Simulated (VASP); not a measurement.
The system is BaTiO3.

```
Ba Ti O
1.0
     4.07825    0.00000    0.00000
     0.00000    4.07825    0.00000
     0.00000    0.00000    4.09680
Ba Ti O
1 1 3
Cartesian
  0.0000 0.0000 0.0000
  2.0391 2.0391 2.0074
  0.0000 2.0391 2.1180
  2.0391 0.0000 2.1180
  2.0391 2.0391 0.0778
```

This cell differs from its parent crystal: volume scaled by 1.06.

Base run:

| Property | Result |
| --- | --- |
| Program | VASP 6.6.1 |
| Functional | PBEsol |
| Potentials or basis | VASP PAW PBE potentials, release 64 (Ba_sv, Ti_sv, O) |
| Cutoff | 520 eV |
| k mesh | 7 × 7 × 7 |
| Occupations | fermi-dirac, width 0.05 eV |
| Spin | no spin polarisation |

Its results: band gap on the k mesh 1.70 eV, indirect (least direct gap 1.94 eV); pressure -10.6 GPa; largest force 0.660 eV/Å.

Task: The run is repeated on the same cell with these changes: functional from PBEsol to LDA; potentials or basis from VASP PAW PBE potentials, release 64 (Ba_sv, Ti_sv, O) to VASP PAW LDA potentials, release 64 (Ba_sv, Ti_sv, O). What comes out?

Result: Band gap on the k mesh 1.66 eV, indirect (least direct gap 1.90 eV); pressure -14.7 GPa; largest force 0.701 eV/Å.

Caveats: spin-orbit coupling is left out, which moves the levels of the heavy elements; the PAW data sets were made with another functional, which shifts forces and pressure a little (some runs).

A k mesh can miss the band edges.
